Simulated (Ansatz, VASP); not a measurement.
## BiTe: VASP beside Ansatz

Contents of INCAR:

```
SYSTEM = BiTe
PREC = Accurate
ENCUT = 520
EDIFF = 1E-7
ISMEAR = 0
SIGMA = 0.15
LREAL = .FALSE.
LASPH = .TRUE.
NELM = 60
ALGO = Normal
ISIF = 2
LWAVE = .FALSE.
LCHARG = .FALSE.
GGA = PE
NBANDS = 18
```

Contents of KPOINTS:

```
Automatic mesh
0
G
  12 12 12
  0 0 0
```

POSCAR

```
BiTe
1.0
    2.4953890060      1.4407135143      3.3172919545
   -2.4953890060      1.4407135143      3.3172919545
    0.0000000000     -2.8814270287      3.3172919545
Bi Te
1 1
Direct
    0.5000000000      0.5000000000      0.5000000000
    0.0000000000      0.0000000000      0.0000000000
```

Input for Ansatz:

```yaml
crystal:
  lattice:
    - [2.495389006, 1.4407135143, 3.3172919545]
    - [-2.495389006, 1.4407135143, 3.3172919545]
    - [0.0, -2.8814270287, 3.3172919545]
  atoms:
    - { symbol: Bi, position: [0.5, 0.5, 0.5] }
    - { symbol: Te, position: [0.0, 0.0, 0.0] }
basis:
  ecutwfc: 420
kpoints:
  mp_grid: { grid: [12, 12, 12] }
hamiltonian:
  xc: pbe
scf:
  occupations: { method: gaussian, width: 0.15 }
output:
  forces: true
  stress: true
  eigenvalues: true
```

Change from the starting cell: strain +0.030 along x and y, +0.000 along z, atoms carried along.

Alike in both runs: task single point; functional PBE; k mesh 12 × 12 × 12; occupations gaussian, width 0.15 eV; no spin polarisation.

```csv
,VASP,Ansatz
version,VASP 6.6.1,Ansatz 0.2.0
potentials or method,"VASP PAW PBE potentials, release 64 (Bi_d, Te), cutoff 520 eV","scalar-relativistic, plane waves, PAW"
valence electrons in the cell,21,31
```

```csv
,VASP,Ansatz,Ansatz less VASP
gap on the k mesh at the Fermi level (eV),none,none,-
pressure (GPa),-2.8,-2.7,+0.06
"traceless stress, the component that is largest in VASP (GPa)",0.97,0.97,-0.001
```

A gap of «none» marks a metal or a gap that the smearing closes. With one functional, cell and mesh, what is left measures potentials, basis and numerics. VASP's potentials hold 21 valence electrons a cell and Ansatz's 31, so a difference there can come from the potentials and not from the codes.

Neither program's run includes spin-orbit coupling.
